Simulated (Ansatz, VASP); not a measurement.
# One calculation of Ir, two programs

File INCAR:

```
ALGO     = Fast           # electronic algorithm
EDIFF    = 1E-6           # SCF threshold, eV
ENCUT    = 520            # plane-wave cutoff, eV
ISIF     = 2              # what is computed and relaxed
ISMEAR   = -1             # smearing method
LASPH    = True           # aspherical terms in the spheres
LCHARG   = True           # write CHGCAR
LELF     = True           # ELF
LREAL    = False          # projectors in reciprocal space
LVHAR    = True         
LWAVE    = False          # write WAVECAR
NBANDS   = 10             # bands
NELM     = 100            # most SCF steps
PREC     = Accurate       # precision mode
SIGMA    = 0.05           # smearing width, eV
```

KPOINTS

```
k-points
0
Gamma
  12 12 12
```

POSCAR

```
Ir
1.0
    0.0000000000      1.8897103398      1.8897103398
    1.8897103398      0.0000000000      1.8897103398
    1.8897103398      1.8897103398      0.0000000000
Ir
1
Direct
    0.0000000000      0.0000000000      0.0000000000
```

File input.yaml:

```yaml
crystal:
  lattice:
    - [0.0, 1.8897103398, 1.8897103398]
    - [1.8897103398, 0.0, 1.8897103398]
    - [1.8897103398, 1.8897103398, 0.0]
  atoms:
    - { symbol: Ir, position: [0.0, 0.0, 0.0] }
kpoints:
  mp_grid: { grid: [12, 12, 12] }
scf:
  occupations: { method: fermi_dirac, width: 0.05 }
hamiltonian:
  xc: lda
  pseudopotentials: { kind: all_electron, lapw: { basis_error: 0.001 } }
output:
  forces: true
  stress: true
  eigenvalues: true
```

Change from the starting cell: volume scaled by 0.96.

Alike in both runs: task single point; functional LDA; k mesh 12 × 12 × 12; occupations fermi-dirac, width 0.05 eV; no spin polarisation.

|  | VASP | Ansatz |
| --- | --- | --- |
| version | VASP 6.6.1 | Ansatz 0.2.0 |
| potentials or method | VASP PAW LDA potentials, release 64 (Ir), cutoff 520 eV | all-electron LAPW, scalar-relativistic |

|  | VASP | Ansatz | Ansatz less VASP |
| --- | --- | --- | --- |
| gap on the k mesh at the Fermi level (eV) | none | none | - |
| pressure (GPa) | 13.2 | 10.3 | -2.92 |

LDA's correlation is that of Perdew and Zunger in VASP and of Perdew and Wang (1992) in Ansatz. A gap of «none» marks a metal or a gap that the smearing closes. Ansatz ran all-electron here, and VASP with PAW potentials.

Neither program's run includes spin-orbit coupling.
